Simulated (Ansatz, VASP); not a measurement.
Given: the input of a run of Ansatz 0.2.0 on Sb.

File input:

```
crystal:
  lattice:
    - [0.0, 2.3712425216, 2.3712425216]
    - [2.3712425216, 0.0, 2.3712425216]
    - [2.3712425216, 2.3712425216, 0.0]
  atoms:
    - { symbol: Sb, position: [0.0, 0.0, 0.0] }
hamiltonian:
  xc: pbe0
  pseudopotentials: { kind: paw }
kpoints:
  mp_grid: { grid: [5, 5, 5] }
scf:
  occupations: { method: fermi_dirac, width: 0.05 }
output:
  forces: true
  stress: true
  eigenvalues: true
```

Question: Set up the same calculation for VASP 6.6.1. Potentials there: VASP PAW PBE potentials, release 64 (Sb).

Answer: As run (the cutoff follows the program's own potentials):

File POSCAR:

```
Sb
1.0
    0.0000000000      2.3712425216      2.3712425216
    2.3712425216      0.0000000000      2.3712425216
    2.3712425216      2.3712425216      0.0000000000
Sb
1
Direct
    0.0000000000      0.0000000000      0.0000000000
```

The input INCAR.step1:

```
SYSTEM = Sb
ALGO = Normal ; EDIFF = 1E-5
ENCUT = 520 ; GGA = PE
ISIF = 2 ; ISMEAR = -1
LASPH = .TRUE. ; LCHARG = .FALSE.
LREAL = .FALSE. ; LWAVE = .TRUE.
NBANDS = 8 ; NELM = 100
PREC = Accurate ; SIGMA = 0.05
```

INCAR.step2

```
SYSTEM = Sb
AEXX = 0.25 ; ALGO = Normal
EDIFF = 1E-6 ; ENCUT = 520
GGA = PE ; ISIF = 2
ISMEAR = -1 ; ISTART = 1
LASPH = .TRUE. ; LCHARG = .FALSE.
LHFCALC = .TRUE. ; LREAL = .FALSE.
LWAVE = .FALSE. ; NBANDS = 8
NELM = 100 ; PREC = Accurate
PRECFOCK = Normal ; SIGMA = 0.05
```

File KPOINTS:

```
k-points
0
G
  5 5 5
  0 0 0
```

Potentials or basis: VASP PAW PBE potentials, release 64 (Sb).

The run is started by

```console
$ cat potpaw_PBE.64/Sb/POTCAR > POTCAR
$ cp INCAR.step1 INCAR
$ mpirun -np 1 vasp_std > vasp.out
$ cp INCAR.step2 INCAR
$ mpirun -np 1 vasp_std > vasp.out
```

Both were run:

|  | VASP | Ansatz | Ansatz less VASP |
| --- | --- | --- | --- |
| gap on the k mesh at the Fermi level (eV) | none | none | - |
| pressure (GPa) | -1.5 | -0.3 | +1.23 |

A gap of «none» marks a metal or a gap that the smearing closes. VASP's potentials hold 5 valence electrons a cell and Ansatz's 15, so a difference there can come from the potentials and not from the codes.

The k mesh is coarse, so the values compare programs but aren't converged. Spin-orbit coupling is off throughout.
